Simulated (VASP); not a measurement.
## YIn5Te: single point with PBE

The system is YIn5Te.

```
Y In Te
1.0
     4.55568    0.00000    0.00000
     0.00000    4.55568    0.00000
     0.00000    0.00000    9.66691
Y In Te
1 5 1
Cartesian
  0.0000 0.0000 0.0000
  0.0000 2.2778 2.4820
  0.0000 2.2778 7.1849
  2.2778 0.0000 2.4820
  2.2778 0.0000 7.1849
  2.2778 2.2778 0.0000
  0.0000 0.0000 4.8335
```

* Program: VASP 6.6.1
* Task: single point
* Functional: PBE
* Potentials or basis: VASP PAW PBE potentials, release 64 (Y_sv, In_d, Te)
* Cutoff: 520 eV
* k mesh: 4 × 4 × 2
* Occupations: gaussian, width 0.1 eV
* Spin: no spin polarisation

```json
{"Pressure": "-0.1 GPa", "Largest force": "0.004 eV/Å", "Band gap on the k mesh": "zero (band 41 reaches 7.22 eV, above the bottom of band 42 at 5.58 eV)"}
```

Forces in eV/Å, atoms in the order of the input:
```
Y    0.000  0.000  0.000
In   0.000  0.000  0.004
In   0.000  0.000 -0.004
In   0.000  0.000  0.004
In   0.000  0.000 -0.004
In   0.000  0.000  0.000
Te   0.000  0.000  0.000
```

Stress tensor (GPa, compression positive):
```
-0.19  0.00  0.00
 0.00 -0.19  0.00
 0.00  0.00  0.01
```

Levels at points of the mesh, in eV from the Fermi level:
| k point | band 39 | band 40 | band 41 | band 42 | band 43 | band 44 |
| --- | --- | --- | --- | --- | --- | --- |
| (0.00, 0.00, 0.00) | -0.80 | -0.80 | 0.07 | 0.07 | 0.28 | 0.32 |
| (0.50, 0.00, 0.00) | -1.05 | -0.81 | -0.42 | 0.37 | 0.61 | 2.10 |
| (0.50, 0.50, 0.00) | -2.79 | -2.65 | -1.08 | 0.36 | 0.36 | 0.88 |
| (0.00, 0.00, 0.50) | -0.80 | -0.80 | -0.50 | 0.16 | 0.16 | 1.08 |
| (0.50, 0.00, 0.50) | -0.80 | -0.01 | 0.84 | 1.15 | 1.23 | 1.56 |
| (0.50, 0.50, 0.50) | -2.51 | -1.82 | -0.81 | -0.81 | -0.68 | -0.33 |

Wall time 3.1 min on 1 thread of AMD EPYC 9R45 96-Core Processor (Zen 5), on a shared host, peak memory 0.34 GiB.

Caveat: spin-orbit coupling is left out, which moves the levels of the heavy elements.
